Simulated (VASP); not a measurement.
# Cr (Fd-3m) in VASP: single point with LDA

Aim: the single point of Cr with LDA.

All numbers are computed with VASP 6.6.1; they aren't measurements. Logs are shortened: lines on timing, memory, paths and dates and some standing lists are left out, and cuts for length are marked.

**1. The cell of the first run**

Symmetry: Fd-3m, No. 227, cubic system. The conventional cell has a = 4.876 Å, b = 4.876 Å, c = 4.876 Å, α = 90.00°, β = 90.00°, γ = 90.00°. Within 2.8 Å of Cr (site symmetry -43m) lie 4 Cr at 2.11 Å.

This isn't the form of Cr at room conditions, which is bcc.

**2. Single point, LDA (14.49 Å³/atom)**

Contents of INCAR:

```
SYSTEM = Cr
  ALGO = Normal
  EDIFF = 1E-6
  ENCUT = 700
  GGA = CA
  GGA_COMPAT = .False.
  ISIF = 2
  ISMEAR = -1
  LASPH = .True.
  LCHARG = .True.
  LELF = .True.
  LREAL = .False.
  LVHAR = .True.
  LWAVE = .False.
  NBANDS = 21
  NELM = 120
  PREC = Accurate
  SIGMA = 0.1
```

Contents of KPOINTS:

```
k-points
0
Gamma
  18 18 18
  0 0 0
```

Contents of POSCAR:

```
Cr
1.0
    0.0000000000      2.4379798214      2.4379798214
    2.4379798214      0.0000000000      2.4379798214
    2.4379798214      2.4379798214      0.0000000000
Cr
2
Direct
    0.1250000000      0.1250000000      0.1250000000
    0.8750000000      0.8750000000      0.8750000000
```

Potentials or basis: VASP PAW LDA potentials, release 64 (Cr_sv).

The run is started by

```
> cat potpaw_LDA.64/Cr_sv/POTCAR > POTCAR
> mpirun -np 1 vasp_std > vasp.out
```

OUTCAR:

```text
SYSTEM = Cr
   EDIFF = 1E-6
   ENCUT = 700
   GGA = CA
   ISIF = 2
   ISMEAR = -1
   LASPH = .True.
   LREAL = .False.
   NELM = 120
   PREC = Accurate

 ion  position               nearest neighbor table
   1  0.125  0.125  0.125-   2 2.11   2 2.11   2 2.11   2 2.11
   2  0.875  0.875  0.875-   1 2.11   1 2.11   1 2.11   1 2.11

  LATTYP: Found a face centered cubic cell.
 ALAT       =     4.8759596428

  Lattice vectors:

 A1 = (   0.0000000000,   2.4379798214,   2.4379798214)
 A2 = (   2.4379798214,   0.0000000000,   2.4379798214)
 A3 = (   2.4379798214,   2.4379798214,   0.0000000000)

Analysis of symmetry for initial positions (statically):
=====================================================================
 Subroutine PRICEL returns:
 Original cell was already a primitive cell.

 Routine SETGRP: Setting up the symmetry group for a
 face centered cubic supercell.

 Subroutine GETGRP returns: Found 48 space group operations
 (whereof 12 operations were pure point group operations)
 out of a pool of 48 trial point group operations.

The static configuration has the point symmetry D_3d.
 The point group associated with its full space group is O_h .

Analysis of symmetry for dynamics (positions and initial velocities):
=====================================================================
 Subroutine PRICEL returns:
 Original cell was already a primitive cell.

 Routine SETGRP: Setting up the symmetry group for a
 face centered cubic supercell.

 Subroutine GETGRP returns: Found 48 space group operations
 (whereof 12 operations were pure point group operations)
 out of a pool of 48 trial point group operations.

The dynamic configuration has the point symmetry D_3d.
 The point group associated with its full space group is O_h .

 Subroutine INISYM returns: Found 48 space group operations
 (whereof 12 operations are pure point group operations),
 and found     1 'primitive' translations

----------------------------------------------------------------------------------------

                                     Primitive cell

  volume of cell :      28.9815

  direct lattice vectors                    reciprocal lattice vectors
     0.000000000  2.437979821  2.437979821    -0.205087834  0.205087834  0.205087834
     2.437979821  0.000000000  2.437979821     0.205087834 -0.205087834  0.205087834
     2.437979821  2.437979821  0.000000000     0.205087834  0.205087834 -0.205087834

  length of vectors
[... 80 lines left out ...]
   ENCUT  =  700.0 eV  51.45 Ry    7.17 a.u.   7.44  7.44  7.44*2*pi/ulx,y,z
   NELM   =    120;   NELMIN=  2; NELMDL= -5     # of ELM steps
   EDIFF  = 0.1E-05   stopping-criterion for ELM
   LREAL  =      F    real-space projection
   EDIFFG = 0.1E-04   stopping-criterion for IOM
   NSW    =      0    number of steps for IOM
   IBRION =     -1    ionic relax: 0-MD 1-quasi-New 2-CG
   NFREE  =      0    steps in history (QN), initial steepest desc. (CG)
   ISIF   =      2    stress and relaxation
   ISYM   =      2    0-nonsym 1-usesym 2-fastsym
   POTIM  = 0.5000    time-step for ionic-motion
   TEBEG  =    0.0;   TEEND  =   0.0 temperature during run
   PSTRESS=    0.0 pullay stress
   NELECT =      28.0000    total number of electrons
   NUPDOWN=      -1.0000    fix difference up-down
   EMIN   =  10.00;   EMAX   =-10.00  energy-range for DOS
   EFERMI =   0.00;   METHOD = LEGACY
   ISMEAR =    -1;   SIGMA  =   0.10  broadening in eV -4-tet -1-fermi 0-gaus
   EFERMI_NEDOS =   21; number of points for ismear=-14 and -15
   IALGO  =     38    algorithm
   IMIX   =      4    mixing-type and parameters
     AMIX     =   0.40;   BMIX     =  1.00
     AMIX_MAG =   1.60;   BMIX_MAG =  1.00
  volume/ion in A,a.u.               =      14.49        97.79
  Fermi-wavevector in a.u.,A,eV,Ry     =   1.618406  3.058343 35.636884  2.619237
  Thomas-Fermi vector in A             =   2.712674
   LORBIT       =      0    0 simple, 1 ext, 2 COOP (PROOUT), +10 PAW based schemes
   GGA     = CA    functional components
   LHFCALC =     F    Hartree Fock is set to
   AEXX    =    0.0000 exact exchange contribution
   IVDW    =     0    specifies the selected vdW correction
   LEPSILON=     F    determine dielectric tensor
   LRPA    =     F    only Hartree local field effects (RPA)
 non-spin polarized calculation
  energy-cutoff  :      700.00
  volume of cell :       28.98
 maximum number of plane-waves:      1243
 NGX is ok and might be reduce to    30
   NGX = 15   NGY = 15   NGZ = 15

 number of electron      28.0000016 magnetization

 Free energy of the ion-electron system (eV)
  ---------------------------------------------------
  ext. energy  EPLUGINS =         0.00000000
  ---------------------------------------------------
  free energy    TOTEN  =       -16.90800723 eV

  energy without entropy =      -16.79618818  energy(sigma->0) =      -16.85209770

 E-fermi :   9.7691     XC(G=0): -12.3639

 val. band max:        9.7646400865   @ k =  -0.2222   0.2778   0.0556
 cond. band min:       9.7712720821   @ k =   0.3333   0.1111   0.0556
 fundamental gap:      0.0066319957
 Fermi energy:         9.7691225314

 k-point     1 :       0.0000    0.0000    0.0000
  band No.  band energies     occupation
      1     -60.6735      2.00000
      2     -59.7400      2.00000
      3     -32.6786      2.00000
      4     -32.6786      2.00000
      5     -32.6786      2.00000
      6     -31.5365      2.00000
[... 565 lines left out ...]
     20      18.7982      0.00000
     21      21.9516      0.00000

 [... further k-points ...]

------------------------ aborting loop because EDIFF is reached ----------------------------------------

  FORCE on cell =-STRESS in cart. coord.  units (eV):
  Direction    XX          YY          ZZ          XY          YZ          ZX
  --------------------------------------------------------------------------------------
  -------------------------------------------------------------------------------------
  Total        0.9604399      0.9604399      0.9604399     -0.0000000      0.0000000     -0.0000000
  in kB       53.0958371     53.0958371     53.0958371     -0.0000000      0.0000000     -0.0000000
  external PRESSURE =      53.0958371 kB  Pullay stress =       0.0000000 kB

 VOLUME and BASIS-vectors are now :
 -----------------------------------------------------------------------------
  energy-cutoff  :      700.00
  volume of cell :       28.98
      direct lattice vectors                 reciprocal lattice vectors
     0.000000000  2.437979821  2.437979821    -0.205087834  0.205087834  0.205087834
     2.437979821  0.000000000  2.437979821     0.205087834 -0.205087834  0.205087834
     2.437979821  2.437979821  0.000000000     0.205087834  0.205087834 -0.205087834

 POSITION                                       TOTAL-FORCE (eV/Angst)
 -----------------------------------------------------------------------------------
      0.60949      0.60949      0.60949        -0.000000     -0.000000      0.000000
      4.26646      4.26646      4.26646         0.000000      0.000000     -0.000000
 -----------------------------------------------------------------------------------
    total drift:                               -0.000000      0.000000      0.000000

  FREE ENERGIE OF THE ION-ELECTRON SYSTEM (eV)
  ---------------------------------------------------
  free  energy   TOTEN  =       -16.9080072259 eV

  energy  without entropy=      -16.7961881830  energy(sigma->0) =      -16.85209770
```

stdout:

```text
POSCAR found type information on POSCAR Cr
 POSCAR found :  1 types and       2 ions
 scaLAPACK will be used
 LDA part: xc-table for (Slater(with rela. corr.)+CA(PZ))
 , standard interpolation
 POSCAR, INCAR and KPOINTS ok, starting setup
 FFT: planning ... GRIDC
 FFT: planning ... GRID_SOFT
 FFT: planning ... GRID
 WAVECAR not read
 entering main loop
```

Run time: 2.1 min. Hardware: 1 thread of Intel Xeon Platinum 8488C (Sapphire Rapids), shared host; peak memory 0.25 GiB.

What came out:

```
Free energy            : -16.9080 eV
Pressure               : 5.3 GPa
Band gap on the k mesh : zero (bands 14 and 15 overlap by 0.63 eV)
```

Caveat: the cell stands under pressure; the run has no spin polarisation, though such a crystal can be magnetic.
